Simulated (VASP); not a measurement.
# SiO2 (P6_422) in VASP: a series of runs

SiO2 is run at these levels: r2SCAN; tasks: single point.

Everything below comes from runs of VASP 6.6.1. Logs are shortened: lines on timing, memory, paths and dates and some standing lists are left out, and cuts for length are marked.

### Step 1. The cell of the first run

Symmetry: P6_422, No. 181, hexagonal system. The conventional cell has a = 5.060 Å, b = 5.060 Å, c = 5.541 Å, α = 90.00°, β = 90.00°, γ = 120.00°. Si (site symmetry 222) has 4 O at 1.61 Å within 2.1 Å. Within 2.1 Å of O (site symmetry 2) lie 2 Si at 1.61 Å.

### Step 2. Single point, r2SCAN

File POSCAR:

```
SiO2
1.0
    5.0596778151      0.0000000000      0.0000000000
   -2.5298389075      4.3818095228      0.0000000000
    0.0000000000      0.0000000000      5.5410855823
Si O
3 6
Direct
    0.0000000000      0.5000000000      0.3333333333
    0.5000000000      0.5000000000      0.6666666667
    0.5000000000      0.0000000000      0.0000000000
    0.5834989535      0.7917494768      0.8333333333
    0.7917494768      0.5834989535      0.5000000000
    0.7917494768      0.2082505232      0.1666666667
    0.4165010465      0.2082505232      0.8333333333
    0.2082505232      0.4165010465      0.5000000000
    0.2082505232      0.7917494768      0.1666666667
```

File INCAR.step1:

```
SYSTEM = SiO2
PREC = Accurate ; ENCUT = 520
ISMEAR = 0 ; SIGMA = 0.02
LREAL = .FALSE. ; LASPH = .TRUE.
NELM = 60 ; NBANDS = 34
GGA = PE ; ALGO = Normal
EDIFF = 1E-4 ; LWAVE = .TRUE.
LCHARG = .FALSE.
```

File INCAR.step2:

```
SYSTEM = SiO2
PREC = Accurate ; ENCUT = 520
EDIFF = 1E-7 ; ISMEAR = 0
SIGMA = 0.02 ; LREAL = .FALSE.
LASPH = .TRUE. ; NELM = 60
ALGO = Normal ; ISIF = 2
LWAVE = .FALSE. ; LCHARG = .FALSE.
METAGGA = R2SCAN ; LMIXTAU = .TRUE.
NBANDS = 34 ; ISTART = 1
```

File KPOINTS:

```
Automatic mesh
0
G
  6 6 4
  0 0 0
```

Potentials or basis: VASP PAW PBE potentials, release 64 (Si, O).

On the command line:

```bash
$ cat potpaw_PBE.64/Si/POTCAR potpaw_PBE.64/O/POTCAR > POTCAR
$ cp INCAR.step1 INCAR
$ mpirun -np 1 vasp_std > vasp.out
$ cp INCAR.step2 INCAR
$ mpirun -np 1 vasp_std > vasp.out
```

OUTCAR:

```text
SYSTEM = SiO2
   PREC = Accurate
   ENCUT = 520
   EDIFF = 1E-7
   ISMEAR = 0
   LREAL = .FALSE.
   LASPH = .TRUE.
   NELM = 60
   ISIF = 2
   METAGGA = R2SCAN
   ISTART = 1

 ion  position               nearest neighbor table
   1  0.000  0.500  0.333-   6 1.61   9 1.61   8 1.61   5 1.61   3 3.13   3 3.13   2 3.13   2 3.13

   2  0.500  0.500  0.667-   4 1.61   7 1.61   5 1.61   8 1.61   3 3.13   3 3.13   1 3.13   1 3.13

   3  0.500  0.000  0.000-   4 1.61   7 1.61   6 1.61   9 1.61   2 3.13   2 3.13   1 3.13   1 3.13

   4  0.583  0.792  0.833-   3 1.61   2 1.61
   5  0.792  0.583  0.500-   1 1.61   2 1.61
   6  0.792  0.208  0.167-   1 1.61   3 1.61
   7  0.417  0.208  0.833-   3 1.61   2 1.61
   8  0.208  0.417  0.500-   1 1.61   2 1.61
   9  0.208  0.792  0.167-   1 1.61   3 1.61

  LATTYP: Found a hexagonal cell.
 ALAT       =     5.0596778151
 C/A-ratio  =     1.0951459332

  Lattice vectors:

 A1 = (   5.0596778151,   0.0000000000,   0.0000000000)
 A2 = (  -2.5298389075,   4.3818095228,   0.0000000000)
 A3 = (   0.0000000000,   0.0000000000,   5.5410855823)

Analysis of symmetry for initial positions (statically):
=====================================================================
 Subroutine PRICEL returns:
 Original cell was already a primitive cell.

 Routine SETGRP: Setting up the symmetry group for a
 hexagonal supercell.

 Subroutine GETGRP returns: Found 12 space group operations
 (whereof  4 operations were pure point group operations)
 out of a pool of 24 trial point group operations.

The static configuration has the point symmetry D_2 .
 The point group associated with its full space group is D_6 .

Analysis of symmetry for dynamics (positions and initial velocities):
=====================================================================
 Subroutine PRICEL returns:
 Original cell was already a primitive cell.

 Routine SETGRP: Setting up the symmetry group for a
 hexagonal supercell.

 Subroutine GETGRP returns: Found 12 space group operations
 (whereof  4 operations were pure point group operations)
 out of a pool of 24 trial point group operations.

The dynamic configuration has the point symmetry D_2 .
 The point group associated with its full space group is D_6 .

 Subroutine INISYM returns: Found 12 space group operations
 (whereof  4 operations are pure point group operations),
 and found     1 'primitive' translations

[... 109 lines left out ...]
   NFREE  =      0    steps in history (QN), initial steepest desc. (CG)
   ISIF   =      2    stress and relaxation
   ISYM   =      2    0-nonsym 1-usesym 2-fastsym
   POTIM  = 0.5000    time-step for ionic-motion
   TEBEG  =    0.0;   TEEND  =   0.0 temperature during run
   PSTRESS=    0.0 pullay stress
   NELECT =      48.0000    total number of electrons
   NUPDOWN=      -1.0000    fix difference up-down
   EMIN   =  10.00;   EMAX   =-10.00  energy-range for DOS
   EFERMI =   0.00;   METHOD = LEGACY
   ISMEAR =     0;   SIGMA  =   0.02  broadening in eV -4-tet -1-fermi 0-gaus
   EFERMI_NEDOS =   21; number of points for ismear=-14 and -15
   IALGO  =     38    algorithm
   IMIX   =      4    mixing-type and parameters
     AMIX     =   0.40;   BMIX     =  1.00
     AMIX_MAG =   1.60;   BMIX_MAG =  1.00
  volume/ion in A,a.u.               =      13.65        92.11
  Fermi-wavevector in a.u.,A,eV,Ry     =   1.196827  2.261676 19.488927  1.432396
  Thomas-Fermi vector in A             =   2.332758
   LORBIT       =      0    0 simple, 1 ext, 2 COOP (PROOUT), +10 PAW based schemes
   METAGGA = R2SCAN    functional components
   LHFCALC =     F    Hartree Fock is set to
   AEXX    =    0.0000 exact exchange contribution
   IVDW    =     0    specifies the selected vdW correction
   LEPSILON=     F    determine dielectric tensor
   LRPA    =     F    only Hartree local field effects (RPA)
 non-spin polarized calculation
 Gauss-broadening in eV      SIGMA  =   0.02
  energy-cutoff  :      520.00
  volume of cell :      122.85
 maximum number of plane-waves:      3344
 NGX is ok and might be reduce to    40
   NGX = 19   NGY = 19   NGZ = 21

 number of electron      47.9999976 magnetization

 Free energy of the ion-electron system (eV)
  ---------------------------------------------------
  ext. energy  EPLUGINS =         0.00000000
  ---------------------------------------------------
  free energy    TOTEN  =       -89.35590710 eV

  energy without entropy =      -89.35590710  energy(sigma->0) =      -89.35590710

 E-fermi :   0.2219     XC(G=0):  -9.2028

 val. band max:        0.0758206707   @ k =   0.5000  -0.0000   0.0000
 cond. band min:       6.3726412762   @ k =   0.0000   0.0000   0.0000
 fundamental gap:      6.2968206055
 Fermi energy:         0.2219020207

 k-point     1 :       0.0000    0.0000    0.0000
  band No.  band energies     occupation
      1     -20.3420      2.00000
      2     -18.8944      2.00000
      3     -18.8944      2.00000
      4     -18.3150      2.00000
      5     -18.2699      2.00000
      6     -18.2699      2.00000
[... 766 lines left out ...]
     33      12.4238      0.00000
     34      12.4333      0.00000

------------------------ aborting loop because EDIFF is reached ----------------------------------------

  FORCE on cell =-STRESS in cart. coord.  units (eV):
  Direction    XX          YY          ZZ          XY          YZ          ZX
  --------------------------------------------------------------------------------------
  -------------------------------------------------------------------------------------
  Total        0.0972618      0.0972618      0.1359925      0.0000000      0.0000000      0.0000000
  in kB        1.2684744      1.2684743      1.7735946      0.0000000      0.0000000      0.0000000
  external PRESSURE =       1.4368478 kB  Pullay stress =       0.0000000 kB

 VOLUME and BASIS-vectors are now :
 -----------------------------------------------------------------------------
  energy-cutoff  :      520.00
  volume of cell :      122.85
      direct lattice vectors                 reciprocal lattice vectors
     5.059677815  0.000000000  0.000000000     0.197641043  0.114108109  0.000000000
    -2.529838907  4.381809523  0.000000000     0.000000000  0.228216219  0.000000000
     0.000000000  0.000000000  5.541085582     0.000000000  0.000000000  0.180470051

 POSITION                                       TOTAL-FORCE (eV/Angst)
 -----------------------------------------------------------------------------------
     -1.26492      2.19090      1.84703         0.000000      0.000000     -0.000000
      1.26492      2.19090      3.69406         0.000000      0.000000     -0.000000
      2.52984      0.00000      0.00000         0.000000      0.000000      0.000000
      0.94932      3.46930      4.61757        -0.010789     -0.006229      0.000000
      2.52984      2.55678      2.77054        -0.000000     -0.012458     -0.000000
      3.47916      0.91251      0.92351        -0.010789      0.006229      0.000000
      1.58052      0.91251      4.61757         0.010789      0.006229     -0.000000
     -0.00000      1.82503      2.77054         0.000000      0.012458     -0.000000
     -0.94932      3.46930      0.92351         0.010789     -0.006229      0.000000
 -----------------------------------------------------------------------------------
    total drift:                                0.000000     -0.000000     -0.000001

  FREE ENERGIE OF THE ION-ELECTRON SYSTEM (eV)
  ---------------------------------------------------
  free  energy   TOTEN  =       -89.3559070986 eV

  energy  without entropy=      -89.3559070986  energy(sigma->0) =      -89.35590710
```

OUTCAR.step1:

```text
SYSTEM = SiO2
   PREC = Accurate
   ENCUT = 520
   ISMEAR = 0
   LREAL = .FALSE.
   LASPH = .TRUE.
   NELM = 60
[... 1025 lines left out ...]
      1.58052      0.91251      4.61757        -0.180043     -0.103948      0.000000
     -0.00000      1.82503      2.77054        -0.000000     -0.207896     -0.000000
     -0.94932      3.46930      0.92351        -0.180043      0.103948      0.000000
 -----------------------------------------------------------------------------------
    total drift:                                0.000000     -0.000000     -0.000001

  FREE ENERGIE OF THE ION-ELECTRON SYSTEM (eV)
  ---------------------------------------------------
  free  energy   TOTEN  =       -71.0708650224 eV

  energy  without entropy=      -71.0708650224  energy(sigma->0) =      -71.07086502
```

It used 690 s of CPU time on 1 thread of AMD EPYC 7R13 Processor (Zen 3), with other jobs on the host.

What came out:

- Free energy: -89.3559 eV
- Pressure: 0.1 GPa
- Largest force: 0.012 eV/Å
- Band gap on the k mesh: 6.30 eV, indirect (least direct gap 6.49 eV)

Forces in eV/Å, atoms in the order of the input:
```
Si   0.000  0.000  0.000
Si   0.000  0.000  0.000
Si   0.000  0.000  0.000
O   -0.011 -0.006  0.000
O    0.000 -0.012  0.000
O   -0.011  0.006  0.000
O    0.011  0.006  0.000
O    0.000  0.012  0.000
O    0.011 -0.006  0.000
```

Levels at points of the mesh, in eV from the valence-band top:
```tsv
k point	band 22	band 23	band 24	band 25	band 26	band 27
(0.00, 0.00, 0.00)	-0.46	-0.46	-0.19	6.30	9.73	9.73
(0.50, 0.00, 0.00)	-1.02	-0.35	0.00	8.41	9.27	10.39
(0.00, 0.00, 0.50)	-0.29	0.00	0.00	8.17	8.17	9.24
(0.50, 0.00, 0.50)	-0.73	-0.70	-0.34	9.51	9.90	10.00
```

Caveat: the PAW data sets were made with another functional, which shifts forces and pressure a little. A k mesh can miss the band edges.

### Step 3. Single point, r2SCAN

POSCAR is that of step 2.

File INCAR.step1:

```
PREC = Accurate
ENCUT = 520
ISMEAR = 0
SIGMA = 0.05
LREAL = F
LASPH = T
NELM = 60
NBANDS = 34
GGA = PE
ALGO = Normal
EDIFF = 1E-4
LWAVE = T
LCHARG = F
```

File INCAR.step2:

```
PREC = Accurate
ENCUT = 520
EDIFF = 1E-6
ISMEAR = 0
SIGMA = 0.05
LREAL = F
LASPH = T
NELM = 60
ALGO = Normal
ISIF = 2
LWAVE = F
LCHARG = F
METAGGA = R2SCAN
LMIXTAU = T
NBANDS = 34
ISTART = 1
```

File KPOINTS:

```
regular mesh
0
Gamma
  6 6 4
```

Potentials or basis: VASP PAW PBE potentials, release 64 (Si, O).

On the command line:

```bash
$ cat potpaw_PBE.64/Si/POTCAR potpaw_PBE.64/O/POTCAR > POTCAR
$ cp INCAR.step1 INCAR
$ mpirun -np 1 vasp_std > vasp.out
$ cp INCAR.step2 INCAR
$ mpirun -np 1 vasp_std > vasp.out
```

It used 390 s of CPU time on 1 thread of AMD EPYC 7R13 Processor (Zen 3) (shared host).

The run converged. Its results:

```
Free energy            : -89.3559 eV
Pressure               : 0.1 GPa
Largest force          : 0.012 eV/Å
Band gap on the k mesh : 6.30 eV, indirect (least direct gap 6.49 eV)
```

Forces in eV/Å, atoms in the order of the input:
```
Si   0.000  0.000  0.000
Si   0.000  0.000  0.000
Si   0.000  0.000  0.000
O   -0.011 -0.006  0.000
O    0.000 -0.012  0.000
O   -0.011  0.006  0.000
O    0.011  0.006  0.000
O    0.000  0.012  0.000
O    0.011 -0.006  0.000
```

Levels at points of the mesh, in eV from the valence-band top:
```tsv
k point	band 20	band 21	band 22	band 23	band 24	band 25	band 26	band 27	band 28	band 29
(0.00, 0.00, 0.00)	-1.00	-1.00	-0.46	-0.46	-0.19	6.30	9.73	9.73	10.07	10.07
(0.50, 0.00, 0.00)	-1.20	-1.17	-1.02	-0.35	0.00	8.41	9.27	10.39	10.53	10.56
(0.00, 0.00, 0.50)	-1.84	-1.17	-0.29	0.00	0.00	8.17	8.17	9.24	10.74	10.74
(0.50, 0.00, 0.50)	-1.33	-0.94	-0.73	-0.70	-0.34	9.51	9.90	10.00	10.15	10.41
```

Caveat: the PAW data sets were made with another functional, which shifts forces and pressure a little.
